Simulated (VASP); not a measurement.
MgBe4Cu: single point with LDA

MgBe4Cu:

```xyz
6
Lattice="0.0000 3.1237 3.1237 3.1237 0.0000 3.1237 3.1237 3.1237 0.0000" Properties=species:S:1:pos:R:3 pbc="T T T"
Mg    0.0000    0.0000    0.0000
Be    2.3519    2.3519    2.3519
Be    2.3519    3.8956    3.8956
Be    3.8956    3.8956    2.3519
Be    3.8956    2.3519    3.8956
Cu    4.6856    4.6856    4.6856
```

| Item | Value |
| --- | --- |
| Program | VASP 6.6.1 |
| Task | single point |
| Functional | LDA |
| Potentials or basis | VASP PAW LDA potentials, release 64 (Mg, Be, Cu) |
| Cutoff | 600 eV |
| k mesh | 7 × 7 × 7 |
| Occupations | fermi-dirac, width 0.05 eV |
| Spin | no spin polarisation |

```json
{"Pressure": "-5.9 GPa", "Largest force": "0.009 eV/Å", "Band gap on the k mesh": "zero (an odd number of electrons rules out a gap without spin polarisation)"}
```

Forces in eV/Å, atoms in the order of the input:
```
Mg   0.000  0.000  0.000
Be  -0.005 -0.005 -0.005
Be  -0.005  0.005  0.005
Be   0.005  0.005 -0.005
Be   0.005 -0.005  0.005
Cu   0.000  0.000  0.000
```

Levels at points of the mesh, in eV from the Fermi level:
| k point | band 6 | band 7 | band 8 | band 9 | band 10 | band 11 | band 12 | band 13 | band 14 | band 15 |
| --- | --- | --- | --- | --- | --- | --- | --- | --- | --- | --- |
| (0.00, 0.00, 0.00) | -4.26 | -3.60 | -1.46 | -1.46 | -1.46 | 2.03 | 2.03 | 2.08 | 2.08 | 2.08 |

Wall time 36 s on 1 thread of Intel Xeon 8259CL (shared host), peak memory 0.19 GiB.

Caveat: the cell stands under tension.
